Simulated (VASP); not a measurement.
A run of VASP 6.6.1:

File INCAR:

```
SYSTEM = TaN
PREC = Accurate
ENCUT = 700
EDIFF = 1E-6
ISMEAR = 0
SIGMA = 0.15
LREAL = .False.
LASPH = .True.
NELM = 120
ALGO = Normal
ISIF = 2
LWAVE = .False.
LCHARG = .False.
GGA = PS
NBANDS = 16
GGA_COMPAT = .False.
```

Contents of KPOINTS:

```
Automatic mesh
0
Gamma
  20 20 20
  0 0 0
```

File POSCAR:

```
TaN
1.0
   -0.0860612092      2.1056504006      2.1056504006
    2.1056504006     -0.0860612092      2.1056504006
    2.1056504006      2.1056504006     -0.0860612092
Ta N
1 1
Direct
    0.5000000000      0.5000000000      0.5000000000
    0.0000000000      0.0000000000      0.0000000000
```

Potentials or basis: VASP PAW PBE potentials, release 64 (Ta_sv_GW, N).

The run is started by

```bash
$ cat potpaw_PBE.64/Ta_sv_GW/POTCAR potpaw_PBE.64/N/POTCAR > POTCAR
$ mpirun -np 1 vasp_std > vasp.out
```

Hardware: 1 thread of Intel(R) Xeon(R) Platinum 8488C (Sapphire Rapids), on a shared host.

How long does it take, and how much memory?

It took 4.2 min on 1 thread of Intel(R) Xeon(R) Platinum 8488C (Sapphire Rapids), on a shared host, peak memory 0.53 GiB. Counts: scf iterations 13, k points 781.
